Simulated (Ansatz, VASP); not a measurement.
# Ca2Ge3N in VASP and in Ansatz

```
Ca Ge N
1.0
     4.06595    0.00000    0.00000
     0.00000    4.06595    0.00000
     0.00000    0.00000    7.85653
Ca Ge N
2 3 1
Direct
  0.00000 0.00000 0.85100
  0.00000 0.00000 0.14900
  0.00000 0.00000 0.50000
  0.00000 0.50000 0.46480
  0.50000 0.00000 0.53520
  0.50000 0.50000 0.50000
```

Alike in both runs: task single point; functional PBE; k mesh 4 × 4 × 2; occupations gaussian, width 0.1 eV; no spin polarisation.

|  | VASP | Ansatz |
| --- | --- | --- |
| version | VASP 6.6.1 | Ansatz 0.2.0 |
| potentials or method | VASP PAW PBE potentials, release 64 (Ca_sv, Ge_d, N), cutoff 520 eV | scalar-relativistic, plane waves, PAW |
| valence electrons in the cell | 67 | 67 |

Ansatz gave:

- gap on the k mesh at the Fermi level (eV): none
- rms of the force components (eV/Å): 1.406

Q: What did VASP give for the same quantities?

A: gap on the k mesh at the Fermi level (eV): none; rms of the force components (eV/Å): 1.433.

Atom by atom the forces differ by 0.031 eV/Å (rms over components). A gap of «none» marks a metal or a gap that the smearing closes. With one functional, cell and mesh, what is left measures potentials, basis and numerics.

The k mesh is coarse, so the values compare programs but aren't converged.
